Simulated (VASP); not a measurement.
A run of VASP 6.6.1:

Contents of INCAR:

```
SYSTEM = GeSb4Te4
  PREC = Accurate
  ENCUT = 520
  EDIFF = 1E-7
  ISMEAR = 0
  SIGMA = 0.03
  LREAL = .False.
  LASPH = .True.
  NELM = 80
  ALGO = Normal
  ISIF = 2
  LWAVE = .False.
  LCHARG = .True.
  GGA = PE
  LELF = .True.
  LVHAR = .True.
  NBANDS = 39
```

KPOINTS

```
regular mesh
0
Gamma
  9 9 2
  0 0 0
```

File POSCAR:

```
GeSb4Te4
1.0
   -4.3299846501      0.0000000000      0.0000000000
   -2.1649923251     -3.7498767050      0.0000000000
   -3.2474884876     -1.8749383525     17.6486093019
Ge Sb Te
1 4 4
Direct
   -0.3095250000     -0.3095250000      0.6190500000
    0.2517587338      0.2517587338      0.1631491990
    0.6291912662      0.6291912662      0.0749508010
    0.4617574912      0.4617574912      0.4098183509
   -0.0808074912     -0.0808074912      0.8282816491
    0.0715490939      0.0715490939      0.5235684789
    0.3094009061      0.3094009061      0.7145315211
    0.8434916432      0.8434916431      0.3130167137
   -0.4625416432     -0.4625416432      0.9250832863
```

Potentials or basis: VASP PAW PBE potentials, release 64 (Ge_d, Sb, Te).

Run with:

```sh
$ cat potpaw_PBE.64/Ge_d/POTCAR potpaw_PBE.64/Sb/POTCAR potpaw_PBE.64/Te/POTCAR > POTCAR
$ mpirun -np 1 vasp_std > vasp.out
```

Hardware: 1 thread of Oxide Virtual Turin-like Processor (shared host).

**Question.** How long does it take, and how much memory?

**Answer.** It took 18 min on 1 thread of Oxide Virtual Turin-like Processor, with other jobs on the host, peak memory 0.68 GiB. Counts: scf iterations 18, k points 50.
